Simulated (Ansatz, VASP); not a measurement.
## AgCl: VASP beside Ansatz

File INCAR:

```
SYSTEM = AgCl
PREC = Accurate ; ENCUT = 520
EDIFF = 1E-6 ; ISMEAR = -1
SIGMA = 0.01 ; LREAL = .False.
LASPH = .True. ; NELM = 100
ALGO = Normal ; ISIF = 2
LWAVE = .False. ; LCHARG = .False.
GGA = PS ; NBANDS = 16
```

KPOINTS

```
Automatic mesh
0
Gamma
  9 9 9
  0 0 0
```

Contents of POSCAR:

```
AgCl
1.0
    3.4567152058      0.0000000000      0.0000000000
    0.0000000000      3.4567152058      0.0000000000
    0.0000000000      0.0000000000      3.4567152058
Ag Cl
1 1
Direct
    0.0000000000      0.0000000000      0.0000000000
    0.5000000000      0.5000000000      0.5000000000
```

Input for Ansatz:

```yaml
crystal:
  lattice:
    - [3.4567152058, 0.0, 0.0]
    - [0.0, 3.4567152058, 0.0]
    - [0.0, 0.0, 3.4567152058]
  atoms:
    - { symbol: Ag, position: [0.0, 0.0, 0.0] }
    - { symbol: Cl, position: [0.5, 0.5, 0.5] }
kpoints:
  mp_grid: { grid: [9, 9, 9] }
  band_path:
    path:
      - [0.0, 0.0, 0.0]
      - [0.0, 0.5, 0.0]
      - [0.5, 0.5, 0.0]
      - [0.0, 0.0, 0.0]
      - [0.5, 0.5, 0.5]
      - [0.0, 0.5, 0.0]
      - [0.5, 0.5, 0.5]
      - [0.5, 0.5, 0.0]
    npoints: 5
scf:
  occupations: { method: fermi_dirac, width: 0.01 }
hamiltonian:
  xc: pbesol
  pseudopotentials: { kind: all_electron, lapw: { basis_error: 0.001 } }
output:
  forces: true
  stress: true
  eigenvalues: true
```

Change from the starting cell: volume scaled by 1.02.

Alike in both runs: task single point; functional PBEsol; k mesh 9 × 9 × 9; occupations fermi-dirac, width 0.01 eV; no spin polarisation.

```csv
,VASP,Ansatz
version,VASP 6.6.1,Ansatz 0.2.0
potentials or method,"VASP PAW PBE potentials, release 64 (Ag, Cl), cutoff 520 eV","all-electron LAPW, scalar-relativistic"
```

VASP gave:

```
gap on the k mesh at the Fermi level (eV) : 0.44
pressure (GPa)                            : -5.4
```

Question: Estimate Ansatz's values.

Answer: gap on the k mesh at the Fermi level (eV): 0.44; pressure (GPa): -5.3.

VASP's potentials were made for PBE, not for PBEsol. Ansatz ran all-electron here, and VASP with PAW potentials.
